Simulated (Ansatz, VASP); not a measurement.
Al32O in VASP and in Ansatz

```
Al O
1.0
     5.62884    0.00000    0.00000
    -2.81442    4.87472    0.00000
     0.00000    0.00000   33.55495
Al O
32 1
Direct
  0.16667 0.33333 0.11921
  0.16667 0.83333 0.11921
  0.66667 0.33333 0.11921
  0.66667 0.83333 0.11921
  0.00000 0.00000 0.18806
  0.00000 0.50000 0.18806
  0.50000 0.00000 0.18806
  0.50000 0.50000 0.18806
  0.33333 0.16667 0.25691
  0.33333 0.66667 0.25691
  0.83333 0.16667 0.25691
  0.83333 0.66667 0.25691
  0.00000 0.00000 0.32576
  0.00000 0.50000 0.32576
  0.50000 0.00000 0.32576
  0.50000 0.50000 0.32576
  0.16667 0.33333 0.39414
  0.16667 0.83333 0.39414
  0.66667 0.33333 0.39414
  0.66667 0.83333 0.39414
  0.00000 0.00000 0.46326
  0.00000 0.50000 0.46326
  0.50000 0.00000 0.46326
  0.50000 0.50000 0.46326
  0.33333 0.16667 0.53270
  0.33333 0.66667 0.53270
  0.83333 0.16667 0.53270
  0.83333 0.66667 0.53270
  0.00000 0.00000 0.60364
  0.00000 0.50000 0.60364
  0.50000 0.00000 0.60364
  0.50000 0.50000 0.60364
  0.00000 0.00000 0.67814
```

Alike in both runs: task single point; functional PBE; dispersion D3(BJ); k mesh 6 × 6 × 1; occupations gaussian, width 0.1 eV; no spin polarisation.

|  | VASP | Ansatz |
| --- | --- | --- |
| version | VASP 6.6.1 | Ansatz 0.2.0 |
| potentials or method | VASP PAW PBE potentials, release 64 (Al, O), cutoff 520 eV | scalar-relativistic, plane waves, PAW |
| valence electrons in the cell | 102 | 102 |

```csv
,VASP,Ansatz,Ansatz less VASP
gap on the k mesh at the Fermi level (eV),none,none,-
rms of the force components (eV/Å),0.433,0.433,+0.0005
```

Atom by atom the forces differ by 0.001 eV/Å (rms over components). A gap of «none» marks a metal or a gap that the smearing closes. Ansatz's warnings: xc potential rough in thin density.
